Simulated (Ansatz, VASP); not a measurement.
**TiSe2: VASP beside Ansatz**

```
CELL_PARAMETERS angstrom
3.53600 0.00000 0.00000
-1.76800 3.06227 0.00000
0.00000 0.00000 6.00400
ATOMIC_POSITIONS crystal
Ti 0.00000 0.00000 0.00000
Se 0.33333 0.66667 0.25520
Se 0.66667 0.33333 0.74480
```

Alike in both runs: task relaxation of cell and atoms; functional LDA; k mesh 15 × 15 × 8; occupations gaussian, width 0.1 eV; no spin polarisation.

|  | VASP | Ansatz |
| --- | --- | --- |
| version | VASP 6.6.1 | Ansatz 0.2.0 |
| potentials or method | VASP PAW LDA potentials, release 64 (Ti_sv, Se), cutoff 500 eV | scalar-relativistic, plane waves, PAW |
| valence electrons in the cell | 24 | 44 |

```tsv
	VASP	Ansatz	Ansatz less VASP
gap on the k mesh at the Fermi level, each at its own relaxed structure (eV)	none	none	-
relaxed volume (Å³/atom)	19.85	19.82	-0.031
relaxed cell length with the largest relative difference (Å)	3.440	3.438	-0.0024
```

LDA's correlation is that of Perdew and Zunger in VASP and of Perdew and Wang (1992) in Ansatz. A gap of «none» marks a metal or a gap that the smearing closes. VASP's potentials hold 24 valence electrons a cell and Ansatz's 44, so a difference there can come from the potentials and not from the codes.
